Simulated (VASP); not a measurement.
# AlFe3B (Pm-3m) in VASP: notebook, part 2 of 3

VASP 6.6.1. The steps go on from the part before.

### 3 Single point, PBEsol, collinear spin, ferromagnetic start

The input, INCAR:

```
SYSTEM = AlFe3B
PREC     = Accurate       ! precision mode
ENCUT    = 520            ! plane-wave cutoff, eV
EDIFF    = 1E-6           ! SCF threshold, eV
ISMEAR   = -1             ! smearing method
SIGMA    = 0.05           ! smearing width, eV
LREAL    = .False.        ! projectors in reciprocal space
LASPH    = .True.         ! aspherical terms in the spheres
NELM     = 150            ! most SCF steps
ALGO     = Normal         ! electronic algorithm
ISIF     = 2              ! what is computed and relaxed
LWAVE    = .False.        ! write WAVECAR
LCHARG   = .False.        ! write CHGCAR
ISPIN    = 2              ! spin polarisation
MAGMOM   = 2.26667 2.26667 2.26667 0 0 ! initial moments
LORBIT   = 11             ! projections on sites
NUPDOWN  = 6.8            ! fixed moment
LMAXMIX  = 4              ! l up to which the mixer works
GGA      = PS             ! functional
NBANDS   = 27             ! bands
```

The input, KPOINTS:

```
Automatic mesh
0
Gamma
  6 6 6
  0 0 0
```

The input, POSCAR:

```
AlFe3B
1.0
    3.8223220000      0.0000000000      0.0000000000
    0.0000000000      3.8223220000      0.0000000000
    0.0000000000      0.0000000000      3.8223220000
Fe Al B
3 1 1
Direct
    0.0000000000      0.0000000000      0.5000000000
    0.0000000000      0.5000000000      0.0000000000
    0.5000000000      0.0000000000      0.0000000000
    0.5000000000      0.5000000000      0.5000000000
    0.0000000000      0.0000000000      0.0000000000
```

Potentials or basis: VASP PAW PBE potentials, release 64 (Fe, Al, B).

The run is started by

```console
cat potpaw_PBE.64/Fe/POTCAR potpaw_PBE.64/Al/POTCAR potpaw_PBE.64/B/POTCAR > POTCAR
mpirun -np 1 vasp_std > vasp.out
```

OUTCAR:

```text
SYSTEM = AlFe3B
   PREC = Accurate
   ENCUT = 520
   EDIFF = 1E-6
   ISMEAR = -1
   LREAL = .False.
   LASPH = .True.
   NELM = 150
   ISIF = 2
   ISPIN = 2
   LORBIT = 11
   NUPDOWN = 6.8
   GGA = PS

 ion  position               nearest neighbor table
   1  0.000  0.000  0.500-   5 1.91   5 1.91   4 2.70   2 2.70   2 2.70   3 2.70   3 2.70   2 2.70
                             4 2.70   2 2.70   3 2.70   4 2.70   3 2.70   4 2.70
   2  0.000  0.500  0.000-   5 1.91   5 1.91   4 2.70   1 2.70   1 2.70   4 2.70   1 2.70   3 2.70
                             3 2.70   1 2.70   3 2.70   4 2.70   4 2.70   3 2.70
   3  0.500  0.000  0.000-   5 1.91   5 1.91   4 2.70   1 2.70   1 2.70   4 2.70   2 2.70   4 2.70
                             4 2.70   1 2.70   2 2.70   2 2.70   1 2.70   2 2.70
[... 1433 lines left out ...]
 -----------------------------------------------------------------------------------
      0.00000      0.00000      1.91116         0.000000      0.000000      0.000000
      0.00000      1.91116      0.00000         0.000000      0.000000      0.000000
      1.91116      0.00000      0.00000         0.000000      0.000000      0.000000
      1.91116      1.91116      1.91116         0.000000      0.000000      0.000000
      0.00000      0.00000      0.00000         0.000000      0.000000      0.000000
 -----------------------------------------------------------------------------------
    total drift:                               -0.000000      0.000000     -0.000000

  FREE ENERGIE OF THE ION-ELECTRON SYSTEM (eV)
  ---------------------------------------------------
  free  energy   TOTEN  =       -38.1039352825 eV

  energy  without entropy=      -38.0610940517  energy(sigma->0) =      -38.08251467

 total charge

# of ion       s       p       d       tot
------------------------------------------
    1        0.461   0.635   6.342   7.437
    2        0.461   0.635   6.342   7.437
    3        0.461   0.635   6.342   7.437
    4        0.384   0.370   0.000   0.754
    5        0.809   1.333   0.000   2.142
--------------------------------------------------
tot          2.575   3.608  19.025  25.208

 magnetization (x)

# of ion       s       p       d       tot
------------------------------------------
    1        0.010   0.012   2.274   2.297
    2        0.010   0.012   2.274   2.297
    3        0.010   0.012   2.274   2.297
    4       -0.017  -0.022   0.000  -0.039
    5       -0.022  -0.102   0.000  -0.124
--------------------------------------------------
tot         -0.008  -0.087   6.822   6.727
```

OSZICAR:

```text
N       E                     dE             d eps       ncg     rms          rms(c)
DAV:   1     0.191209374685E+03    0.19121E+03   -0.12651E+04  2160   0.127E+03
DAV:   2    -0.328526730171E+02   -0.22406E+03   -0.20996E+03  2163   0.282E+02
DAV:   3    -0.460675633119E+02   -0.13215E+02   -0.12593E+02  2451   0.865E+01
DAV:   4    -0.464139471411E+02   -0.34638E+00   -0.34400E+00  2508   0.135E+01
DAV:   5    -0.464209407489E+02   -0.69936E-02   -0.69916E-02  2538   0.170E+00    0.304E+01
DAV:   6    -0.418261844756E+02    0.45948E+01   -0.52539E+01  2799   0.115E+02    0.211E+01
DAV:   7    -0.381918872127E+02    0.36343E+01   -0.15346E+01  2624   0.640E+01    0.986E+00
DAV:   8    -0.381828733340E+02    0.90139E-02   -0.63240E-01  2379   0.512E+00    0.283E+00
DAV:   9    -0.381161211414E+02    0.66752E-01   -0.72391E-02  2989   0.408E+00    0.996E-01
DAV:  10    -0.381042872078E+02    0.11834E-01   -0.11888E-02  3176   0.946E-01    0.208E-01
DAV:  11    -0.381039438510E+02    0.34336E-03   -0.82331E-04  2538   0.333E-01    0.116E-01
DAV:  12    -0.381039333550E+02    0.10496E-04   -0.87839E-05  2552   0.551E-02    0.661E-02
DAV:  13    -0.381039345323E+02   -0.11773E-05   -0.50964E-06  2502   0.284E-02    0.187E-02
DAV:  14    -0.381039352825E+02   -0.75019E-06   -0.26411E-06  2016   0.140E-02
   1 F= -.38103935E+02 E0= -.38082515E+02  d E =-.428412E-01  mag=     6.8000
```

Wall time 84 s (1 thread of Intel Xeon Platinum 8259CL at 2.50GHz (Skylake/Cascade Lake), shared host); peak memory 0.19 GiB.

Results:

```yaml
Free_energy: -38.1039 eV
Pressure: 4.7 GPa
Net_moment: 6.80 μB per cell
Site_moments: Fe +2.30; Al -0.04; B -0.12 μB
Valence_electrons_inside_the_program's_atomic_spheres: Fe 7.44; Al 0.75; B 2.14
```

Caveat: the cell stands under pressure; the PAW data sets were made with another functional, which shifts forces and pressure a little; the total moment is fixed, so each spin has its own Fermi level and the state may be an excited one.

### 4 Single point, PBEsol, collinear spin, ferromagnetic start

The input, INCAR:

```
PREC = Accurate
ENCUT = 520
EDIFF = 1E-6
ISMEAR = -1
SIGMA = 0.05
LREAL = False
LASPH = True
NELM = 150
ALGO = Normal
ISIF = 2
LWAVE = False
LCHARG = False
ISPIN = 2
MAGMOM = 3 3 3 0 0
LORBIT = 11
NUPDOWN = 9.0
LMAXMIX = 4
GGA = PS
NBANDS = 27
```

The input, KPOINTS:

```
regular mesh
0
Gamma
  6 6 6
```

POSCAR is that of step 3.

Potentials or basis: VASP PAW PBE potentials, release 64 (Fe, Al, B).

The run is started by

```console
cat potpaw_PBE.64/Fe/POTCAR potpaw_PBE.64/Al/POTCAR potpaw_PBE.64/B/POTCAR > POTCAR
mpirun -np 1 vasp_std > vasp.out
```

OUTCAR:

```text
PREC = Accurate
   ENCUT = 520
   EDIFF = 1E-6
   ISMEAR = -1
   LREAL = False
   LASPH = True
   NELM = 150
   ISIF = 2
   ISPIN = 2
   LORBIT = 11
   NUPDOWN = 9.0
   GGA = PS

 ion  position               nearest neighbor table
   1  0.000  0.000  0.500-   5 1.91   5 1.91   4 2.70   2 2.70   2 2.70   3 2.70   3 2.70   2 2.70
                             4 2.70   2 2.70   3 2.70   4 2.70   3 2.70   4 2.70
   2  0.000  0.500  0.000-   5 1.91   5 1.91   4 2.70   1 2.70   1 2.70   4 2.70   1 2.70   3 2.70
                             3 2.70   1 2.70   3 2.70   4 2.70   4 2.70   3 2.70
   3  0.500  0.000  0.000-   5 1.91   5 1.91   4 2.70   1 2.70   1 2.70   4 2.70   2 2.70   4 2.70
                             4 2.70   1 2.70   2 2.70   2 2.70   1 2.70   2 2.70
   4  0.500  0.500  0.500-   1 2.70   2 2.70   3 2.70   2 2.70   3 2.70   1 2.70   3 2.70   3 2.70
                             1 2.70   2 2.70   2 2.70   1 2.70
   5  0.000  0.000  0.000-   1 1.91   2 1.91   3 1.91   1 1.91   2 1.91   3 1.91

  LATTYP: Found a simple cubic cell.
 ALAT       =     3.8223220000

  Lattice vectors:

 A1 = (   3.8223220000,   0.0000000000,   0.0000000000)
 A2 = (   0.0000000000,   3.8223220000,   0.0000000000)
 A3 = (   0.0000000000,   0.0000000000,   3.8223220000)

Analysis of symmetry for initial positions (statically):
=====================================================================
 Subroutine PRICEL returns:
 Original cell was already a primitive cell.

 Routine SETGRP: Setting up the symmetry group for a
 simple cubic supercell.

 Subroutine GETGRP returns: Found 48 space group operations
 (whereof 48 operations were pure point group operations)
 out of a pool of 48 trial point group operations.

The static configuration has the point symmetry O_h .

Analysis of symmetry for dynamics (positions and initial velocities):
=====================================================================
 Subroutine PRICEL returns:
 Original cell was already a primitive cell.

 Routine SETGRP: Setting up the symmetry group for a
 simple cubic supercell.
[... 171 lines left out ...]
 fundamental gap:     -2.3490999130
 Fermi energy:         8.6601889468

 spin component 1

 k-point     1 :       0.0000    0.0000    0.0000
  band No.  band energies     occupation
      1      -4.4799      1.00000
      2      -0.5938      1.00000
      3       2.2558      1.00000
      4       2.2558      1.00000
      5       2.2558      1.00000
      6       2.3817      1.00000
[... 589 lines left out ...]
     26      18.5338      0.00000
     27      22.1607      0.00000
 Fermi energy:         6.2807150493

 spin component 2

 k-point     1 :       0.0000    0.0000    0.0000
  band No.  band energies     occupation
      1      -3.9981      1.00000
      2       0.4090      1.00000
      3       4.4072      1.00000
      4       4.4072      1.00000
      5       4.5072      1.00000
      6       4.5072      1.00000
[... 589 lines left out ...]
     26      19.3749      0.00000
     27      22.5465      0.00000

------------------------ aborting loop because EDIFF is reached ----------------------------------------

  FORCE on cell =-STRESS in cart. coord.  units (eV):
  Direction    XX          YY          ZZ          XY          YZ          ZX
  --------------------------------------------------------------------------------------
  -------------------------------------------------------------------------------------
  Total        6.9124492      6.9124492      6.9124492     -0.0000000     -0.0000000      0.0000000
  in kB      198.3173574    198.3173574    198.3173574     -0.0000000     -0.0000000      0.0000000
  external PRESSURE =     198.3173574 kB  Pullay stress =       0.0000000 kB

 VOLUME and BASIS-vectors are now :
 -----------------------------------------------------------------------------
  energy-cutoff  :      520.00
  volume of cell :       55.84
      direct lattice vectors                 reciprocal lattice vectors
     3.822322000  0.000000000  0.000000000     0.261621077  0.000000000  0.000000000
     0.000000000  3.822322000  0.000000000     0.000000000  0.261621077  0.000000000
     0.000000000  0.000000000  3.822322000     0.000000000  0.000000000  0.261621077

 POSITION                                       TOTAL-FORCE (eV/Angst)
 -----------------------------------------------------------------------------------
      0.00000      0.00000      1.91116         0.000000      0.000000      0.000000
      0.00000      1.91116      0.00000         0.000000      0.000000      0.000000
      1.91116      0.00000      0.00000         0.000000      0.000000      0.000000
      1.91116      1.91116      1.91116         0.000000      0.000000      0.000000
      0.00000      0.00000      0.00000         0.000000      0.000000      0.000000
 -----------------------------------------------------------------------------------
    total drift:                                0.000000      0.000000     -0.000000

  FREE ENERGIE OF THE ION-ELECTRON SYSTEM (eV)
  ---------------------------------------------------
  free  energy   TOTEN  =       -36.1881248694 eV

  energy  without entropy=      -36.1497411955  energy(sigma->0) =      -36.16893303

 total charge

# of ion       s       p       d       tot
------------------------------------------
    1        0.488   0.673   6.240   7.401
    2        0.488   0.673   6.240   7.401
    3        0.488   0.673   6.240   7.401
    4        0.403   0.377   0.000   0.780
    5        0.803   1.384   0.000   2.187
--------------------------------------------------
tot          2.670   3.781  18.719  25.170

 magnetization (x)

# of ion       s       p       d       tot
------------------------------------------
    1        0.042   0.070   2.775   2.887
    2        0.042   0.070   2.775   2.887
    3        0.042   0.070   2.775   2.887
    4        0.010  -0.000   0.000   0.010
    5       -0.016   0.019   0.000   0.002
--------------------------------------------------
tot          0.120   0.228   8.324   8.672
```

stdout:

```text
POSCAR found type information on POSCAR FeAlB
 POSCAR found :  3 types and       5 ions
 scaLAPACK will be used
 -----------------------------------------------------------------------------
|                                                                             |
|                                                                             |
|     You enforced a specific xc type in the INCAR file but a different       |
|     I HOPE YOU KNOW WHAT YOU ARE DOING!                                     |
|                                                                             |
 -----------------------------------------------------------------------------

 LDA part: xc-table for (Slater+PW92), standard interpolation
 POSCAR, INCAR and KPOINTS ok, starting setup
 FFT: planning ... GRIDC
 FFT: planning ... GRID_SOFT
 FFT: planning ... GRID
 WAVECAR not read
 entering main loop
```

Wall time 83 s (1 thread of Intel Xeon Platinum 8259CL at 2.50GHz (Skylake/Cascade Lake), shared host); peak memory 0.2 GiB.

What came out:

| Property | Result |
| --- | --- |
| Free energy | -36.1881 eV |
| Pressure | 19.8 GPa |
| Net moment | 9.00 μB per cell |
| Site moments | Fe +2.89; Al +0.01; B +0.00 μB |
| Valence electrons inside the program's atomic spheres | Fe 7.40; Al 0.78; B 2.19 |

Caveat: the cell stands under pressure; the PAW data sets were made with another functional, which shifts forces and pressure a little; the total moment is fixed, so each spin has its own Fermi level and the state may be an excited one.

[end of part 2 of 3]
